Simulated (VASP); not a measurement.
A run of VASP 6.6.1 is set up as follows.

The input POSCAR:

```
TiN
1.0
    0.0000000000      2.1162573850      2.1162573850
    2.1162573850      0.0000000000      2.1162573850
    2.1162573850      2.1162573850      0.0000000000
Ti N
1 1
Direct
    0.5000000000      0.5000000000      0.5000000000
    0.0000000000      0.0000000000      0.0000000000
```

The input INCAR.step1:

```
ALGO = Normal ; EDIFF = 1E-4
ENCUT = 520 ; GGA = PE
ISMEAR = 0 ; ISPIN = 2
LASPH = True ; LCHARG = False
LMAXMIX = 4 ; LREAL = False
LWAVE = True ; MAGMOM = 1 0
NBANDS = 20 ; NELM = 150
PREC = Accurate ; SIGMA = 0.05
```

INCAR.step2

```
ALGO = Normal ; EDIFF = 1E-6
ENCUT = 520 ; ISIF = 2
ISMEAR = 0 ; ISPIN = 2
ISTART = 1 ; LASPH = True
LCHARG = False ; LMAXMIX = 4
LMIXTAU = True ; LORBIT = 11
LREAL = False ; LWAVE = False
MAGMOM = 1 0 ; METAGGA = R2SCAN
NBANDS = 20 ; NELM = 150
PREC = Accurate ; SIGMA = 0.05
```

File KPOINTS:

```
k-points
0
Gamma
  14 14 14
```

Potentials or basis: VASP PAW PBE potentials, release 64 (Ti_sv, N).

The run is started by

```bash
$ cat potpaw_PBE.64/Ti_sv/POTCAR potpaw_PBE.64/N/POTCAR > POTCAR
$ cp INCAR.step1 INCAR
$ mpirun -np 1 vasp_std > vasp.out
$ cp INCAR.step2 INCAR
$ mpirun -np 1 vasp_std > vasp.out
```

(1) What does it give for the pressure?

(2) What does it give for the net moment?

Results:

(1) 1.6 GPa.

(2) 0.00 μB per cell.

Caveat: the PAW data sets were made with another functional, which shifts forces and pressure a little.
